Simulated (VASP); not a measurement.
# SnSe in VASP: a series of runs

The runs below take SnSe through single point, with LDA.

All numbers are computed with VASP 6.6.1; they aren't measurements. Logs are shortened: lines on timing, memory, paths and dates and some standing lists are left out, and cuts for length are marked.

## Step 1: The cell of the first run

The cell holds a slab with vacuum, 8 atoms: a = 4.190 Å, b = 4.190 Å, c = 21.959 Å, α = 90.00°, β = 90.00°, γ = 90.00°.

## Step 2: Single point, LDA (atoms displaced along a vibrational mode)

Contents of INCAR:

```
SYSTEM = SnSe
ALGO     = Normal         ! electronic algorithm
EDIFF    = 1E-6           ! SCF threshold, eV
ENCUT    = 520            ! plane-wave cutoff, eV
GGA      = CA             ! functional
ISIF     = 2              ! what is computed and relaxed
ISMEAR   = 0              ! smearing method
LASPH    = .True.         ! aspherical terms in the spheres
LCHARG   = .True.         ! write CHGCAR
LELF     = .True.         ! ELF
LREAL    = .False.        ! projectors in reciprocal space
LVHAR    = .True.       
LWAVE    = .False.        ! write WAVECAR
NBANDS   = 50             ! bands
NELM     = 80             ! most SCF steps
PREC     = Accurate       ! precision mode
SIGMA    = 0.05           ! smearing width, eV
```

Contents of KPOINTS:

```
k-points
0
Gamma
  6 6 2
  0 0 0
```

Contents of POSCAR:

```
SnSe
1.0
    4.1898989384      0.0000000000      0.0000000000
    0.0000000000      4.1898989384      0.0000000000
    0.0000000000      0.0000000000     21.9592458066
Sn Se
4 4
Direct
    0.5000000000      0.0000000000      0.1799738863
    0.5000000000      0.0000000000      0.6981894481
    0.0000000000      0.5000000000      0.3018105519
    0.0000000000      0.5000000000      0.8200261137
    0.5000000000      0.0000000000      0.3017819434
    0.5000000000      0.0000000000      0.8199962714
    0.0000000000      0.5000000000      0.1800037286
    0.0000000000      0.5000000000      0.6982180566
```

Potentials or basis: VASP PAW LDA potentials, release 64 (Sn_d, Se).

Launch:

```
$ cat potpaw_LDA.64/Sn_d/POTCAR potpaw_LDA.64/Se/POTCAR > POTCAR
$ mpirun -np 1 vasp_std > vasp.out
```

OUTCAR:

```text
SYSTEM = SnSe
   EDIFF = 1E-6
   ENCUT = 520
   GGA = CA
   ISIF = 2
   ISMEAR = 0
   LASPH = .True.
   LREAL = .False.
   NELM = 80
   PREC = Accurate

 ion  position               nearest neighbor table
   1  0.500  0.000  0.180-   5 2.67   7 2.96   7 2.96   7 2.96   7 2.96
   2  0.500  0.000  0.698-   6 2.67   8 2.96   8 2.96   8 2.96   8 2.96
   3  0.000  0.500  0.302-   7 2.67   5 2.96   5 2.96   5 2.96   5 2.96
   4  0.000  0.500  0.820-   8 2.67   6 2.96   6 2.96   6 2.96   6 2.96
   5  0.500  0.000  0.302-   1 2.67   3 2.96   3 2.96   3 2.96   3 2.96
   6  0.500  0.000  0.820-   2 2.67   4 2.96   4 2.96   4 2.96   4 2.96
   7  0.000  0.500  0.180-   3 2.67   1 2.96   1 2.96   1 2.96   1 2.96
   8  0.000  0.500  0.698-   4 2.67   2 2.96   2 2.96   2 2.96   2 2.96

  LATTYP: Found a simple tetragonal cell.
 ALAT       =     4.1898989384
 C/A-ratio  =     5.2409965322

  Lattice vectors:

 A1 = (   4.1898989384,   0.0000000000,   0.0000000000)
 A2 = (   0.0000000000,   4.1898989384,   0.0000000000)
 A3 = (   0.0000000000,   0.0000000000,  21.9592458066)

Analysis of symmetry for initial positions (statically):
=====================================================================
 Subroutine PRICEL returns:
 Original cell was already a primitive cell.

 Routine SETGRP: Setting up the symmetry group for a
 simple tetragonal supercell.

 Subroutine GETGRP returns: Found 16 space group operations
 (whereof  8 operations were pure point group operations)
 out of a pool of 16 trial point group operations.

The static configuration has the point symmetry D_2d.
 The point group associated with its full space group is D_4h.

Analysis of symmetry for dynamics (positions and initial velocities):
=====================================================================
 Subroutine PRICEL returns:
 Original cell was already a primitive cell.

 Routine SETGRP: Setting up the symmetry group for a
 simple tetragonal supercell.

 Subroutine GETGRP returns: Found 16 space group operations
 (whereof  8 operations were pure point group operations)
 out of a pool of 16 trial point group operations.

The dynamic configuration has the point symmetry D_2d.
 The point group associated with its full space group is D_4h.

 Subroutine INISYM returns: Found 16 space group operations
 (whereof  8 operations are pure point group operations),
 and found     1 'primitive' translations

----------------------------------------------------------------------------------------

[... 105 lines left out ...]
   ISIF   =      2    stress and relaxation
   ISYM   =      2    0-nonsym 1-usesym 2-fastsym
   POTIM  = 0.5000    time-step for ionic-motion
   TEBEG  =    0.0;   TEEND  =   0.0 temperature during run
   PSTRESS=    0.0 pullay stress
   NELECT =      80.0000    total number of electrons
   NUPDOWN=      -1.0000    fix difference up-down
   EMIN   =  10.00;   EMAX   =-10.00  energy-range for DOS
   EFERMI =   0.00;   METHOD = LEGACY
   ISMEAR =     0;   SIGMA  =   0.05  broadening in eV -4-tet -1-fermi 0-gaus
   EFERMI_NEDOS =   21; number of points for ismear=-14 and -15
   IALGO  =     38    algorithm
   IMIX   =      4    mixing-type and parameters
     AMIX     =   0.40;   BMIX     =  1.00
     AMIX_MAG =   1.60;   BMIX_MAG =  1.00
  volume/ion in A,a.u.               =      48.19       325.19
  Fermi-wavevector in a.u.,A,eV,Ry     =   0.969237  1.831592 12.781590  0.939420
  Thomas-Fermi vector in A             =   2.099273
   LORBIT       =      0    0 simple, 1 ext, 2 COOP (PROOUT), +10 PAW based schemes
   GGA     = CA    functional components
   LHFCALC =     F    Hartree Fock is set to
   AEXX    =    0.0000 exact exchange contribution
   IVDW    =     0    specifies the selected vdW correction
   LEPSILON=     F    determine dielectric tensor
   LRPA    =     F    only Hartree local field effects (RPA)
 non-spin polarized calculation
 Gauss-broadening in eV      SIGMA  =   0.05
  energy-cutoff  :      520.00
  volume of cell :      385.50
 maximum number of plane-waves:     10410
 NGX is ok and might be reduce to    32
   NGX = 15   NGY = 15   NGZ = 81

 number of electron      79.9999994 magnetization

 Free energy of the ion-electron system (eV)
  ---------------------------------------------------
  ext. energy  EPLUGINS =         0.00000000
  ---------------------------------------------------
  free energy    TOTEN  =       -36.98615606 eV

  energy without entropy =      -36.98615606  energy(sigma->0) =      -36.98615606

 E-fermi :   1.0703     XC(G=0):  -6.3461

 val. band max:        0.8282900689   @ k =   0.3333   0.0000   0.0000
 cond. band min:       2.2733656685   @ k =   0.3333   0.1667   0.0000
 fundamental gap:      1.4450755996
 Fermi energy:         1.0702622006

 k-point     1 :       0.0000    0.0000    0.0000
  band No.  band energies     occupation
      1     -20.2610      2.00000
      2     -20.2610      2.00000
      3     -20.2366      2.00000
      4     -20.2366      2.00000
      5     -20.2327      2.00000
      6     -20.2327      2.00000
[... 1049 lines left out ...]
     49       6.2331      0.00000
     50       6.2458      0.00000

------------------------ aborting loop because EDIFF is reached ----------------------------------------

  FORCE on cell =-STRESS in cart. coord.  units (eV):
  Direction    XX          YY          ZZ          XY          YZ          ZX
  --------------------------------------------------------------------------------------
  -------------------------------------------------------------------------------------
  Total        0.1533387      0.1533387      0.2059614      0.0000000      0.0000000      0.0000000
  in kB        0.6372913      0.6372913      0.8559965      0.0000000      0.0000000      0.0000000
  external PRESSURE =       0.7101930 kB  Pullay stress =       0.0000000 kB

 VOLUME and BASIS-vectors are now :
 -----------------------------------------------------------------------------
  energy-cutoff  :      520.00
  volume of cell :      385.50
      direct lattice vectors                 reciprocal lattice vectors
     4.189898938  0.000000000  0.000000000     0.238669241  0.000000000  0.000000000
     0.000000000  4.189898938  0.000000000     0.000000000  0.238669241  0.000000000
     0.000000000  0.000000000 21.959245807     0.000000000  0.000000000  0.045538905

 POSITION                                       TOTAL-FORCE (eV/Angst)
 -----------------------------------------------------------------------------------
      2.09495      0.00000      3.95209         0.000000     -0.000000     -0.025616
      2.09495      0.00000     15.33171         0.000000     -0.000000     -0.026290
      0.00000      2.09495      6.62753        -0.000000     -0.000000      0.026290
      0.00000      2.09495     18.00715         0.000000     -0.000000      0.025616
      2.09495      0.00000      6.62690        -0.000000     -0.000000      0.023546
      2.09495      0.00000     18.00650         0.000000     -0.000000      0.024058
      0.00000      2.09495      3.95275         0.000000      0.000000     -0.024058
      0.00000      2.09495     15.33234         0.000000      0.000000     -0.023546
 -----------------------------------------------------------------------------------
    total drift:                                0.000000      0.000000      0.000000

  FREE ENERGIE OF THE ION-ELECTRON SYSTEM (eV)
  ---------------------------------------------------
  free  energy   TOTEN  =       -36.9861560565 eV

  energy  without entropy=      -36.9861560565  energy(sigma->0) =      -36.98615606
```

OSZICAR:

```text
N       E                     dE             d eps       ncg     rms          rms(c)
DAV:   1     0.783362794112E+03    0.78336E+03   -0.36126E+04  2120   0.167E+03
DAV:   2     0.906121739224E+02   -0.69275E+03   -0.67140E+03  2120   0.420E+02
DAV:   3    -0.289669521957E+02   -0.11958E+03   -0.11433E+03  2388   0.183E+02
[... 11 lines left out ...]
DAV:  15    -0.369861213160E+02   -0.12547E-03   -0.26371E-05  1960   0.172E-02    0.448E-03
DAV:  16    -0.369861446764E+02   -0.23360E-04   -0.35485E-06  1864   0.121E-02    0.289E-03
DAV:  17    -0.369861532446E+02   -0.85682E-05   -0.12868E-06  1678   0.431E-03    0.133E-03
DAV:  18    -0.369861556561E+02   -0.24116E-05   -0.53271E-07  1614   0.339E-03    0.619E-04
DAV:  19    -0.369861560565E+02   -0.40038E-06   -0.13667E-07  1462   0.275E-03
   1 F= -.36986156E+02 E0= -.36986156E+02  d E =-.311040E-12
```

stdout:

```text
POSCAR found type information on POSCAR SnSe
 POSCAR found :  2 types and       8 ions
 scaLAPACK will be used
 LDA part: xc-table for (Slater(with rela. corr.)+CA(PZ))
 , standard interpolation
 POSCAR, INCAR and KPOINTS ok, starting setup
 FFT: planning ... GRIDC
 FFT: planning ... GRID_SOFT
 FFT: planning ... GRID
 WAVECAR not read
 entering main loop
```

It took 5.4 min on 1 thread of Intel Xeon Platinum 8488C (Sapphire Rapids), shared host; peak memory 0.5 GiB.

Results:

```yaml
Free_energy: -36.9862 eV
Largest_force: 0.026 eV/Å
Band_gap_on_the_k_mesh: 1.45 eV (least direct gap 1.50 eV)
```

Forces on the atoms (eV/Å):
```
Sn   0.000  0.000 -0.026
Sn   0.000  0.000 -0.026
Sn   0.000  0.000  0.026
Sn   0.000  0.000  0.026
Se   0.000  0.000  0.024
Se   0.000  0.000  0.024
Se   0.000  0.000 -0.024
Se   0.000  0.000 -0.024
```

Caveat: the cell differs from its parent crystal (atoms displaced along a vibrational mode); spin-orbit coupling is left out, which moves the levels of the heavy elements.

## Step 3: Single point, LDA (atoms displaced along a vibrational mode)

Contents of INCAR:

```
SYSTEM = SnSe
PREC = Accurate
ENCUT = 520
EDIFF = 1E-7
ISMEAR = 0
SIGMA = 0.05
LREAL = .FALSE.
LASPH = .TRUE.
NELM = 80
ALGO = Normal
ISIF = 2
LWAVE = .FALSE.
LCHARG = .TRUE.
GGA = CA
LELF = .TRUE.
LVHAR = .TRUE.
NBANDS = 50
```

Contents of KPOINTS:

```
regular mesh
0
G
  6 6 2
  0 0 0
```

Contents of POSCAR:

```
SnSe
1.0
    4.1898989384      0.0000000000      0.0000000000
    0.0000000000      4.1898989384      0.0000000000
    0.0000000000      0.0000000000     21.9592458066
Sn Se
4 4
Direct
    0.5000000000      0.0000000000      0.1936355577
    0.5000000000      0.0000000000      0.6845277767
    0.0000000000      0.5000000000      0.3154722233
    0.0000000000      0.5000000000      0.8063644423
    0.5000000000      0.0000000000      0.3154426894
    0.5000000000      0.0000000000      0.8063355254
    0.0000000000      0.5000000000      0.1936644746
    0.0000000000      0.5000000000      0.6845573106
```

Potentials or basis: VASP PAW LDA potentials, release 64 (Sn_d, Se).

Launch:

```
$ cat potpaw_LDA.64/Sn_d/POTCAR potpaw_LDA.64/Se/POTCAR > POTCAR
$ mpirun -np 1 vasp_std > vasp.out
```

Wall time 5.4 min (1 thread of Intel Xeon Platinum 8488C (Sapphire Rapids), shared host); peak memory 0.5 GiB.

The run converged. Its results:

* Free energy: -36.9860 eV
* Largest force: 0.026 eV/Å
* Band gap on the k mesh: 1.45 eV (least direct gap 1.50 eV)

Forces on the atoms (eV/Å):
```
Sn   0.000  0.000 -0.026
Sn   0.000  0.000 -0.026
Sn   0.000  0.000  0.026
Sn   0.000  0.000  0.026
Se   0.000  0.000  0.024
Se   0.000  0.000  0.024
Se   0.000  0.000 -0.024
Se   0.000  0.000 -0.024
```

Levels at points of the mesh, in eV from the valence-band top:
```csv
k point,band 38,band 39,band 40,band 41,band 42,band 43
"(0.00, 0.00, 0.00)",-1.98,-0.57,-0.56,1.47,1.61,3.56
"(0.50, 0.00, 0.00)",-0.10,-0.10,-0.10,1.49,1.49,1.49
"(0.50, 0.50, 0.00)",-1.83,-1.83,-1.83,3.54,3.54,3.57
"(0.00, 0.00, 0.50)",-1.98,-0.57,-0.57,1.52,1.54,3.56
"(0.50, 0.00, 0.50)",-0.10,-0.10,-0.10,1.49,1.49,1.49
"(0.50, 0.50, 0.50)",-1.83,-1.83,-1.83,3.55,3.55,3.56
```

Caveat: the cell differs from its parent crystal (atoms displaced along a vibrational mode); spin-orbit coupling is left out, which moves the levels of the heavy elements.
